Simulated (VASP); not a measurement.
# MnO (Fm-3m) in VASP: single point with LDA+U

Aim: the single point of MnO with LDA+U.

Everything below comes from runs of VASP 6.6.1. Logs are shortened: lines on timing, memory, paths and dates and some standing lists are left out, and cuts for length are marked.

## 1. The cell of the first run

Symmetry: Fm-3m, No. 225, cubic system. Conventional cell: a = 4.410 Å, b = 4.410 Å, c = 4.410 Å, α = 90.00°, β = 90.00°, γ = 90.00°. Mn (site symmetry m-3m) has 6 O at 2.21 Å within 2.9 Å. Within 2.9 Å of O (site symmetry m-3m) lie 6 Mn at 2.21 Å.

## 2. Single point, LDA+U, collinear spin, ferromagnetic start

Contents of INCAR:

```
SYSTEM = MnO
  PREC = Accurate
  ENCUT = 700
  EDIFF = 1E-6
  ISMEAR = -1
  SIGMA = 0.03
  LREAL = .False.
  LASPH = .True.
  NELM = 200
  ALGO = Normal
  ISIF = 2
  LWAVE = .False.
  LCHARG = .False.
  ISPIN = 2
  MAGMOM = 4.5 0
  LORBIT = 11
  LMAXMIX = 4
  LDAU = .True.
  LDAUTYPE = 2
  LDAUL = 2 -1
  LDAUU = 6.4 0
  LDAUJ = 0 0
  LDAUPRINT = 1
  NBANDS = 22
  GGA_COMPAT = .False.
```

Contents of KPOINTS:

```
Automatic mesh
0
Gamma
  8 8 8
  0 0 0
```

Contents of POSCAR:

```
MnO
1.0
    0.0000000000      2.2050000000      2.2050000000
    2.2050000000      0.0000000000      2.2050000000
    2.2050000000      2.2050000000      0.0000000000
Mn O
1 1
Direct
    0.0000000000      0.0000000000      0.0000000000
    0.5000000000      0.5000000000      0.5000000000
```

Potentials or basis: VASP PAW LDA potentials, release 64 (Mn_sv, O).

Run with:

```console
$ cat potpaw_LDA.64/Mn_sv/POTCAR potpaw_LDA.64/O/POTCAR > POTCAR
$ mpirun -np 1 vasp_std > vasp.out
```

OUTCAR:

```text
SYSTEM = MnO
   PREC = Accurate
   ENCUT = 700
   EDIFF = 1E-6
   ISMEAR = -1
   LREAL = .False.
   LASPH = .True.
   NELM = 200
   ISIF = 2
   ISPIN = 2
   LORBIT = 11

 ion  position               nearest neighbor table
   1  0.000  0.000  0.000-   2 2.21   2 2.21   2 2.21   2 2.21   2 2.21   2 2.21
   2  0.500  0.500  0.500-   1 2.21   1 2.21   1 2.21   1 2.21   1 2.21   1 2.21

  LATTYP: Found a face centered cubic cell.
 ALAT       =     4.4100000000

  Lattice vectors:

 A1 = (   0.0000000000,   2.2050000000,   2.2050000000)
 A2 = (   2.2050000000,   0.0000000000,   2.2050000000)
 A3 = (   2.2050000000,   2.2050000000,   0.0000000000)

Analysis of symmetry for initial positions (statically):
=====================================================================
 Subroutine PRICEL returns:
 Original cell was already a primitive cell.

 Routine SETGRP: Setting up the symmetry group for a
 face centered cubic supercell.

 Subroutine GETGRP returns: Found 48 space group operations
 (whereof 48 operations were pure point group operations)
 out of a pool of 48 trial point group operations.

The static configuration has the point symmetry O_h .

Analysis of symmetry for dynamics (positions and initial velocities):
=====================================================================
 Subroutine PRICEL returns:
 Original cell was already a primitive cell.

 Routine SETGRP: Setting up the symmetry group for a
 face centered cubic supercell.

 Subroutine GETGRP returns: Found 48 space group operations
 (whereof 48 operations were pure point group operations)
 out of a pool of 48 trial point group operations.

The dynamic configuration has the point symmetry O_h .

Analysis of structural, dynamic, and magnetic symmetry:
=====================================================================
 Subroutine PRICEL returns:
 Original cell was already a primitive cell.

 Routine SETGRP: Setting up the symmetry group for a
 face centered cubic supercell.
[... 170 lines left out ...]
  o =  0.0129  v =  0.0000  0.0000  0.0000  0.0000  0.0000  0.2716 -0.9624 -0.0000  0.0043 -0.0000      0.0000  0.0000  0.0000  0.0000  0.0000  0.0000  0.0000  0.0000  0.0000  0.0000
  o =  0.0480  v =  0.0000  0.0000  0.0000  0.0000  0.0000  0.0000  0.0000  0.1658  0.0000 -0.9862      0.0000  0.0000  0.0000  0.0000  0.0000  0.0000  0.0000  0.0000  0.0000  0.0000
  o =  0.0480  v =  0.0000  0.0000  0.0000  0.0000  0.0000 -0.0000 -0.0000 -0.9862 -0.0000 -0.1658      0.0000  0.0000  0.0000  0.0000  0.0000  0.0000  0.0000  0.0000  0.0000  0.0000
  o =  0.9270  v =  0.0000 -0.9407 -0.0000  0.3392 -0.0000  0.0000  0.0000  0.0000  0.0000  0.0000      0.0000  0.0000  0.0000  0.0000  0.0000  0.0000  0.0000  0.0000  0.0000  0.0000
  o =  0.9270  v =  0.0000  0.3392  0.0000  0.9407 -0.0000  0.0000  0.0000  0.0000  0.0000  0.0000      0.0000  0.0000  0.0000  0.0000  0.0000  0.0000  0.0000  0.0000  0.0000  0.0000
  o =  0.9270  v =  1.0000  0.0000  0.0000  0.0000  0.0000  0.0000  0.0000  0.0000  0.0000  0.0000      0.0000  0.0000  0.0000  0.0000  0.0000  0.0000  0.0000  0.0000  0.0000  0.0000
  o =  0.9621  v =  0.0000  0.0000  0.0202 -0.0000 -0.9998  0.0000  0.0000  0.0000  0.0000  0.0000      0.0000  0.0000  0.0000  0.0000  0.0000  0.0000  0.0000  0.0000  0.0000  0.0000
  o =  0.9621  v =  0.0000 -0.0000  0.9998 -0.0000  0.0202  0.0000  0.0000  0.0000  0.0000  0.0000      0.0000  0.0000  0.0000  0.0000  0.0000  0.0000  0.0000  0.0000  0.0000  0.0000

 number of electron      21.0000001 magnetization       5.0000064

 Free energy of the ion-electron system (eV)
  ---------------------------------------------------
  ext. energy  EPLUGINS =         0.00000000
  ---------------------------------------------------
  free energy    TOTEN  =       -15.78779395 eV

  energy without entropy =      -15.78779392  energy(sigma->0) =      -15.78779393

 E-fermi :   8.6777     XC(G=0): -12.5149

 val. band max:        8.2711007822   @ k =   0.5000   0.0000   0.0000
 cond. band min:       9.0113477686   @ k =   0.0000   0.0000   0.0000
 fundamental gap:      0.7402469864
 Fermi energy:         8.6777206651

 spin component 1

 k-point     1 :       0.0000    0.0000    0.0000
  band No.  band energies     occupation
      1     -71.3434      1.00000
      2     -40.5566      1.00000
      3     -40.5566      1.00000
      4     -40.5566      1.00000
      5     -10.6860      1.00000
      6       3.7118      1.00000
[... 1193 lines left out ...]
     21      34.9275      0.00000
     22      37.0706      0.00000

 [... further k-points ...]

------------------------ aborting loop because EDIFF is reached ----------------------------------------

  FORCE on cell =-STRESS in cart. coord.  units (eV):
  Direction    XX          YY          ZZ          XY          YZ          ZX
  --------------------------------------------------------------------------------------
  -------------------------------------------------------------------------------------
  Total       -0.2089705     -0.2089705     -0.2089705      0.0000000      0.0000000     -0.0000000
  in kB      -15.6149244    -15.6149244    -15.6149244      0.0000000      0.0000000     -0.0000000
  external PRESSURE =     -15.6149244 kB  Pullay stress =       0.0000000 kB

 VOLUME and BASIS-vectors are now :
 -----------------------------------------------------------------------------
  energy-cutoff  :      700.00
  volume of cell :       21.44
      direct lattice vectors                 reciprocal lattice vectors
     0.000000000  2.205000000  2.205000000    -0.226757370  0.226757370  0.226757370
     2.205000000  0.000000000  2.205000000     0.226757370 -0.226757370  0.226757370
     2.205000000  2.205000000  0.000000000     0.226757370  0.226757370 -0.226757370

 POSITION                                       TOTAL-FORCE (eV/Angst)
 -----------------------------------------------------------------------------------
      0.00000      0.00000      0.00000        -0.000000      0.000000      0.000000
      2.20500      2.20500      2.20500         0.000000     -0.000000     -0.000000
 -----------------------------------------------------------------------------------
    total drift:                                0.000000      0.000000      0.000000

  FREE ENERGIE OF THE ION-ELECTRON SYSTEM (eV)
  ---------------------------------------------------
  free  energy   TOTEN  =       -15.7877939454 eV

  energy  without entropy=      -15.7877939217  energy(sigma->0) =      -15.78779393

 total charge

# of ion       s       p       d       tot
------------------------------------------
    1        2.123   6.017   4.813  12.953
    2        1.537   3.455   0.000   4.992
--------------------------------------------------
tot          3.660   9.471   4.813  17.945

 magnetization (x)

# of ion       s       p       d       tot
------------------------------------------
    1        0.019   0.013   4.549   4.581
    2        0.022   0.132   0.000   0.154
--------------------------------------------------
tot          0.041   0.146   4.549   4.735
```

Wall time 41 s (1 thread of Intel Xeon Platinum 8259CL at 2.50GHz (Skylake/Cascade Lake), shared host); peak memory 0.16 GiB.

What came out:

| Property | Result |
| --- | --- |
| Free energy | -15.7878 eV |
| Pressure | -1.6 GPa |
| Band gap on the k mesh | 0.74 eV (least direct gap 2.96 eV) |
| Net moment | 5.00 μB per cell |
| Site moments | Mn +4.58; O +0.15 μB |
| Valence electrons inside the program's atomic spheres | Mn 12.95; O 4.99 |

Eigenvalues of the final occupation matrices:
```tsv
site	spin	trace	eigenvalues
site 1 d	1	4.71	0.93 0.93 0.93 0.96 0.96
site 1 d	2	0.13	0.01 0.01 0.01 0.05 0.05
```

Caveat: a cell with one magnetic atom can't hold antiferromagnetic order, which such compounds often take. A k mesh can miss the band edges.
